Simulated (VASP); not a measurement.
# Re (P2_1/m) in VASP: single point with LDA

Aim: the single point of Re with LDA.

Program: VASP 6.6.1. These are calculated values, not measurements. Logs are shortened: lines on timing, memory, paths and dates and some standing lists are left out, and cuts for length are marked.

**1. The cell of the first run**

The typed cell holds 2 atoms: a = 2.761 Å, b = 2.761 Å, c = 4.458 Å, α = 90.00°, β = 90.00°, γ = 120.00°.

**2. Single point, LDA**

File INCAR:

```
PREC = Accurate
ENCUT = 410
EDIFF = 1E-6
ISMEAR = -1
SIGMA = 0.05
LREAL = False
LASPH = True
NELM = 120
ALGO = Normal
ISIF = 2
LWAVE = False
LCHARG = False
NBANDS = 22
GGA_COMPAT = False
```

File KPOINTS:

```
Automatic mesh
0
Gamma
  9 9 5
```

File POSCAR:

```
Re
1.0
    2.7608000000      0.0000000000      0.0000000000
   -1.3804000000      2.3909229348      0.0000000000
    0.0000000000      0.0000000000      4.4582000000
Re
2
Direct
    0.3339419722      0.7866748746      0.2500000000
    1.3327245873      0.2133251526      0.7500000000
```

Potentials or basis: VASP PAW LDA potentials, release 64 (Re_sv_GW).

Launch:

```bash
cat potpaw_LDA.64/Re_sv_GW/POTCAR > POTCAR
mpirun -np 1 vasp_std > vasp.out
```

OUTCAR:

```text
PREC = Accurate
   ENCUT = 410
   EDIFF = 1E-6
   ISMEAR = -1
   LREAL = False
   LASPH = True
   NELM = 120
   ISIF = 2

 ion  position               nearest neighbor table
   1  0.334  0.787  0.250-   2 2.52   2 2.52   2 2.73   2 2.73   2 3.27   2 3.27   2 3.28   2 3.28

   2  0.333  0.213  0.750-   1 2.52   1 2.52   1 2.73   1 2.73   1 3.27   1 3.27   1 3.28   1 3.28

  LATTYP: Found a hexagonal cell.
 ALAT       =     2.7608000000
 C/A-ratio  =     1.6148217908

  Lattice vectors:

 A1 = (   2.7608000000,   0.0000000000,   0.0000000000)
 A2 = (  -1.3804000000,   2.3909229348,   0.0000000000)
 A3 = (   0.0000000000,   0.0000000000,   4.4582000000)

Analysis of symmetry for initial positions (statically):
=====================================================================
 Subroutine PRICEL returns:
 Original cell was already a primitive cell.

 Routine SETGRP: Setting up the symmetry group for a
 hexagonal supercell.

 Subroutine GETGRP returns: Found  4 space group operations
 (whereof  1 operations were pure point group operations)
 out of a pool of 24 trial point group operations.

The static configuration has the point symmetry C_1 .
 The point group associated with its full space group is C_2h.

Analysis of symmetry for dynamics (positions and initial velocities):
=====================================================================
 Subroutine PRICEL returns:
 Original cell was already a primitive cell.

 Routine SETGRP: Setting up the symmetry group for a
 hexagonal supercell.

 Subroutine GETGRP returns: Found  4 space group operations
 (whereof  1 operations were pure point group operations)
 out of a pool of 24 trial point group operations.

The dynamic configuration has the point symmetry C_1 .
 The point group associated with its full space group is C_2h.

 Subroutine INISYM returns: Found  4 space group operations
 (whereof  1 operations are pure point group operations),
 and found     1 'primitive' translations

----------------------------------------------------------------------------------------

                                     Primitive cell

  volume of cell :      29.4280

  direct lattice vectors                    reciprocal lattice vectors
     2.760800000  0.000000000  0.000000000     0.362213851  0.209124264  0.000000000
    -1.380400000  2.390922935  0.000000000     0.000000000  0.418248529  0.000000000
     0.000000000  0.000000000  4.458200000     0.000000000  0.000000000  0.224305774

  length of vectors
     2.760800000  2.760800000  4.458200000     0.418248529  0.418248529  0.224305774

  position of ions in fractional coordinates (direct lattice)
     0.333941972  0.786674875  0.250000000
     0.332724587  0.213325153  0.750000000

  ion indices of the primitive-cell ions
   primitive index   ion index
                 1           1
                 2           2

----------------------------------------------------------------------------------------

 KPOINTS: Automatic mesh

Automatic generation of k-mesh.
 Grid dimensions read from file:
 generate k-points for:    9    9    5

 Generating k-lattice:

  Cartesian coordinates                     Fractional coordinates (reciprocal lattice)
     0.040245983  0.023236029  0.000000000     0.111111111 -0.000000000  0.000000000
     0.000000000  0.046472059  0.000000000     0.000000000  0.111111111  0.000000000
     0.000000000  0.000000000  0.044861155     0.000000000  0.000000000  0.200000000

  Length of vectors
     0.046472059  0.046472059  0.044861155

  Shift w.r.t. Gamma in fractional coordinates (k-lattice)
     0.000000000  0.000000000  0.000000000

 Subroutine IBZKPT returns following result:
 ===========================================

 Found    123 irreducible k-points:

 Following reciprocal coordinates:
            Coordinates               Weight
  0.000000  0.000000  0.000000      1.000000
  0.111111 -0.000000  0.000000      2.000000
  0.000000  0.111111  0.000000      2.000000
 -0.111111  0.111111  0.000000      2.000000
  0.222222 -0.000000  0.000000      2.000000
  0.000000  0.222222  0.000000      2.000000
[... 16 lines left out ...]
  0.333333  0.111111  0.000000      2.000000
 -0.111111  0.444444  0.000000      2.000000
 [... further k-points ...]
   k-points           NKPTS =    123   k-points in BZ     NKDIM =    123   number of bands    NBANDS=     22
   number of dos      NEDOS =    301   number of ions     NIONS =      2
   total plane-waves  NPLWV =   9720
   dimension x,y,z NGX =    18 NGY =   18 NGZ =   30
   dimension x,y,z NGXF=    36 NGYF=   36 NGZF=   60
   ions per type =               2
   NGX,Y,Z   is equivalent  to a cutoff of  10.84, 10.84, 11.19 a.u.
   NGXF,Y,Z  is equivalent  to a cutoff of  21.68, 21.68, 22.37 a.u.
 SYSTEM =  unknown system
   PREC   = accura    normal or accurate (medium, high low for compatibility)
   ISTART =      0    job   : 0-new  1-cont  2-samecut
   ICHARG =      2    charge: 1-file 2-atom 10-const
   ISPIN  =      1    spin polarized calculation?
   LNONCOLLINEAR =      F non collinear calculations
   LSORBIT =      F    spin-orbit coupling
   LASPH  =      T    aspherical Exc in radial PAW
   ENCUT  =  410.0 eV  30.13 Ry    5.49 a.u.   4.56  4.56  7.36*2*pi/ulx,y,z
   NELM   =    120;   NELMIN=  2; NELMDL= -5     # of ELM steps
   EDIFF  = 0.1E-05   stopping-criterion for ELM
   LREAL  =      F    real-space projection
   EDIFFG = 0.1E-04   stopping-criterion for IOM
   NSW    =      0    number of steps for IOM
   IBRION =     -1    ionic relax: 0-MD 1-quasi-New 2-CG
   NFREE  =      0    steps in history (QN), initial steepest desc. (CG)
   ISIF   =      2    stress and relaxation
   ISYM   =      2    0-nonsym 1-usesym 2-fastsym
   POTIM  = 0.5000    time-step for ionic-motion
   TEBEG  =    0.0;   TEEND  =   0.0 temperature during run
   PSTRESS=    0.0 pullay stress
   NELECT =      30.0000    total number of electrons
   NUPDOWN=      -1.0000    fix difference up-down
   EMIN   =  10.00;   EMAX   =-10.00  energy-range for DOS
   EFERMI =   0.00;   METHOD = LEGACY
   ISMEAR =    -1;   SIGMA  =   0.05  broadening in eV -4-tet -1-fermi 0-gaus
   EFERMI_NEDOS =   21; number of points for ismear=-14 and -15
   IALGO  =     38    algorithm
   IMIX   =      4    mixing-type and parameters
     AMIX     =   0.40;   BMIX     =  1.00
     AMIX_MAG =   1.60;   BMIX_MAG =  1.00
  volume/ion in A,a.u.               =      14.71        99.29
  Fermi-wavevector in a.u.,A,eV,Ry     =   1.647638  3.113585 36.935901  2.714712
  Thomas-Fermi vector in A             =   2.737063
   LORBIT       =      0    0 simple, 1 ext, 2 COOP (PROOUT), +10 PAW based schemes
   GGA     = CA    functional components
   LHFCALC =     F    Hartree Fock is set to
   AEXX    =    0.0000 exact exchange contribution
   IVDW    =     0    specifies the selected vdW correction
   LEPSILON=     F    determine dielectric tensor
   LRPA    =     F    only Hartree local field effects (RPA)
 non-spin polarized calculation
  energy-cutoff  :      410.00
  volume of cell :       29.43
 maximum number of plane-waves:       572
   NGX =  9   NGY =  9   NGZ = 15

 number of electron      29.9999995 magnetization

 Free energy of the ion-electron system (eV)
  ---------------------------------------------------
  ext. energy  EPLUGINS =         0.00000000
  ---------------------------------------------------
  free energy    TOTEN  =       -29.89772865 eV

  energy without entropy =      -29.88341829  energy(sigma->0) =      -29.89057347

 E-fermi :  13.4444     XC(G=0): -14.3989

 val. band max:       13.4429906303   @ k =   0.3333   0.2222   0.0000
 cond. band min:      13.4577431765   @ k =   0.1111  -0.0000   0.4000
 fundamental gap:      0.0147525462
 Fermi energy:        13.4444225739

 k-point     1 :       0.0000    0.0000    0.0000
  band No.  band energies     occupation
      1     -66.5786      2.00000
      2     -66.4109      2.00000
      3     -29.5647      2.00000
      4     -28.2589      2.00000
      5     -28.2471      2.00000
      6     -28.1292      2.00000
[... 14 lines left out ...]
     21      24.0377      0.00000
     22      26.0615      0.00000

 k-point     2 :       0.1111   -0.0000    0.0000
  band No.  band energies     occupation
      1     -66.5691      2.00000
      2     -66.4029      2.00000
      3     -29.5397      2.00000
      4     -28.3835      2.00000
      5     -28.2745      2.00000
      6     -28.2265      2.00000
[... 14 lines left out ...]
     21      23.8912      0.00000
     22      27.3029      0.00000

 k-point     3 :       0.0000    0.1111    0.0000
  band No.  band energies     occupation
      1     -66.5659      2.00000
      2     -66.4061      2.00000
      3     -29.5130      2.00000
      4     -28.3361      2.00000
      5     -28.3072      2.00000
      6     -28.1702      2.00000
[... 14 lines left out ...]
     21      23.5263      0.00000
     22      27.0278      0.00000

 k-point     4 :      -0.1111    0.1111    0.0000
  band No.  band energies     occupation
      1     -66.5659      2.00000
      2     -66.4061      2.00000
      3     -29.5130      2.00000
      4     -28.3366      2.00000
      5     -28.3075      2.00000
      6     -28.1695      2.00000
[... 14 lines left out ...]
     21      23.5257      0.00000
     22      27.0274      0.00000

 k-point     5 :       0.2222   -0.0000    0.0000
  band No.  band energies     occupation
      1     -66.5447      2.00000
      2     -66.3824      2.00000
      3     -29.4757      2.00000
      4     -28.6905      2.00000
      5     -28.4670      2.00000
      6     -28.3431      2.00000
[... 417 lines left out ...]
 k-point    22 :       0.3333   -0.1111    0.0000
  band No.  band energies     occupation
      1     -66.5224      2.00000
      2     -66.3701      2.00000
      3     -29.3970      2.00000
      4     -28.8606      2.00000
      5     -28.6490      2.00000
      6     -28.3958      2.00000
[... 14 lines left out ...]
     21      22.8359      0.00000
     22      26.1665      0.00000

 k-point    23 :       0.3333    0.1111    0.0000
  band No.  band energies     occupation
      1     -66.4992      2.00000
      2     -66.3509      2.00000
      3     -29.3345      2.00000
      4     -29.1259      2.00000
      5     -28.8268      2.00000
      6     -28.4978      2.00000
[... 14 lines left out ...]
     21      22.0989      0.00000
     22      23.0837      0.00000

 k-point    24 :      -0.1111    0.4444    0.0000
  band No.  band energies     occupation
      1     -66.4650      2.00000
      2     -66.3849      2.00000
      3     -29.0271      2.00000
      4     -28.9144      2.00000
      5     -28.8616      2.00000
      6     -28.4644      2.00000
[... 14 lines left out ...]
     21      23.5854      0.00000
     22      24.9118      0.00000

 [... further k-points ...]

------------------------ aborting loop because EDIFF is reached ----------------------------------------

  FORCE on cell =-STRESS in cart. coord.  units (eV):
  Direction    XX          YY          ZZ          XY          YZ          ZX
  --------------------------------------------------------------------------------------
  -------------------------------------------------------------------------------------
  Total       -2.1165975      0.8955853      1.5391023     -2.5712071      0.0000000      0.0000000
  in kB     -115.2361655     48.7593020     83.7949810   -139.9869548      0.0000000      0.0000000
  external PRESSURE =       5.7727058 kB  Pullay stress =       0.0000000 kB

 VOLUME and BASIS-vectors are now :
 -----------------------------------------------------------------------------
  energy-cutoff  :      410.00
  volume of cell :       29.43
      direct lattice vectors                 reciprocal lattice vectors
     2.760800000  0.000000000  0.000000000     0.362213851  0.209124264  0.000000000
    -1.380400000  2.390922935  0.000000000     0.000000000  0.418248529  0.000000000
     0.000000000  0.000000000  4.458200000     0.000000000  0.000000000  0.224305774

 POSITION                                       TOTAL-FORCE (eV/Angst)
 -----------------------------------------------------------------------------------
     -0.16398      1.88088      1.11455         0.034411      0.004621      0.000000
      0.62411      0.51004      3.34365        -0.034411     -0.004621      0.000000
 -----------------------------------------------------------------------------------
    total drift:                                0.000000     -0.000000      0.000000

  FREE ENERGIE OF THE ION-ELECTRON SYSTEM (eV)
  ---------------------------------------------------
  free  energy   TOTEN  =       -29.8977286469 eV

  energy  without entropy=      -29.8834182876  energy(sigma->0) =      -29.89057347
```

It took 29 s on 1 thread of AMD EPYC 7R13 (Zen 3), shared host; peak memory 0.13 GiB.

Results:

| Item | Value |
| --- | --- |
| Free energy | -29.8977 eV |
| Pressure | 0.6 GPa |
| Largest force | 0.035 eV/Å |
| Band gap on the k mesh | zero (bands 15 and 16 overlap by 3.75 eV) |

Forces on the atoms (eV/Å):
```
Re   0.034  0.005  0.000
Re  -0.034 -0.005  0.000
```

Caveat: the stress differs along the axes, from -12 to 8 GPa; spin-orbit coupling is left out, which moves the levels of the heavy elements.
